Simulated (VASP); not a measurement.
Input of a VASP 6.6.1 run:

The input INCAR:

```
SYSTEM = Mg2Sn
PREC = Accurate
ENCUT = 600
EDIFF = 1E-7
ISMEAR = -1
SIGMA = 0.1
LREAL = .FALSE.
LASPH = .TRUE.
NELM = 120
ALGO = Normal
ISIF = 3
LWAVE = .FALSE.
LCHARG = .FALSE.
GGA = PS
IBRION = 2
NSW = 100
EDIFFG = -0.002
GGA_COMPAT = .FALSE.
NELMIN = 4
```

KPOINTS

```
regular mesh
0
G
  12 12 12
  0 0 0
```

The input POSCAR:

```
Mg2Sn
1.0
    0.0000000000      3.3695000000      3.3695000000
    3.3695000000      0.0000000000      3.3695000000
    3.3695000000      3.3695000000      0.0000000000
Mg Sn
2 1
Direct
    0.2500000000      0.2500000000      0.2500000000
    0.7500000000      0.7500000000      0.7500000000
    0.0000000000      0.0000000000      0.0000000000
```

Potentials or basis: VASP PAW PBE potentials, release 64 (Mg, Sn_d).

Run with:

```sh
$ cat potpaw_PBE.64/Mg/POTCAR potpaw_PBE.64/Sn_d/POTCAR > POTCAR
$ mpirun -np 1 vasp_std > vasp.out
```

Task: What does it give for the band gap on the k mesh?

Result: Zero (bands 9 and 10 overlap by 0.11 eV).

Task: What does it give for the relaxed cell?

Result: a = 4.767 Å, b = 4.767 Å, c = 4.767 Å, α = 60.00°, β = 60.00°, γ = 60.00°.

Task: What does it give for the relaxed volume?

Result: 25.54 Å³/atom.

Task: Estimate the space group after relaxing (to 0.1 Å).

Result: Fm-3m (No. 225).

Final structure:
```yaml
crystal:
  lattice:
    - [0.00000, 3.37095, 3.37095]
    - [3.37095, 0.00000, 3.37095]
    - [3.37095, 3.37095, 0.00000]
  atoms:
    - { symbol: Mg, position: [0.25000, 0.25000, 0.25000] }
    - { symbol: Mg, position: [0.75000, 0.75000, 0.75000] }
    - { symbol: Sn, position: [0.00000, 0.00000, 0.00000] }
```

Caveat: the PAW data sets were made with another functional, which shifts forces and pressure a little; spin-orbit coupling is left out, which moves the levels of the heavy elements.
